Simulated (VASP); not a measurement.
Write the native input for VASP 6.6.1 that does the following.

| Property | Result |
| --- | --- |
| Task | single point |
| Functional | PBE |
| Potentials or basis | VASP PAW PBE potentials, release 64 (Ti_sv, H) |
| Cutoff | 520 eV |
| k mesh | 12 × 12 × 4 |
| Occupations | gaussian, width 0.1 eV |
| Spin | no spin polarisation |
| Dipole correction | no |
| Further INCAR settings | ALGO = Normal; EDIFF = 1e-06; NBANDS = 27 |

The structure of Ti3H2 lies in POSCAR:

```
Ti3H2
1.0
    2.9851326714      0.0000000000      0.0000000000
   -1.4925663357      2.5852007271      0.0000000000
    0.0000000000      0.0000000000      7.5108646138
Ti H
3 2
Direct
    0.3333333333      0.6666666667      0.3510732870
    0.6666666667      0.3333333333      0.6489267130
    0.0000000000      0.0000000000      0.0000000000
    0.3333333333      0.6666666667      0.0953146785
    0.6666666667      0.3333333333      0.9046853215
```

These files were run (other wordings do the same):

INCAR

```
SYSTEM = Ti3H2
  ALGO = Normal
  EDIFF = 1E-6
  ENCUT = 520
  GGA = PE
  ISIF = 2
  ISMEAR = 0
  LASPH = .True.
  LCHARG = .False.
  LREAL = .False.
  LWAVE = .False.
  NBANDS = 27
  NELM = 60
  PREC = Accurate
  SIGMA = 0.1
```

KPOINTS

```
k-points
0
Gamma
  12 12 4
  0 0 0
```

Potentials or basis: VASP PAW PBE potentials, release 64 (Ti_sv, H).

Command:

```bash
$ cat potpaw_PBE.64/Ti_sv/POTCAR potpaw_PBE.64/H/POTCAR > POTCAR
$ mpirun -np 1 vasp_std > vasp.out
```

It gave:

* Pressure: -0.1 GPa
* Largest force: 0.010 eV/Å
* Band gap on the k mesh: zero (band 19 reaches 8.13 eV, above the bottom of band 20 at 7.09 eV)

Run time: 90 s on 1 thread of Intel(R) Xeon(R) Platinum 8488C (Sapphire Rapids) (shared host), peak memory 0.22 GiB.
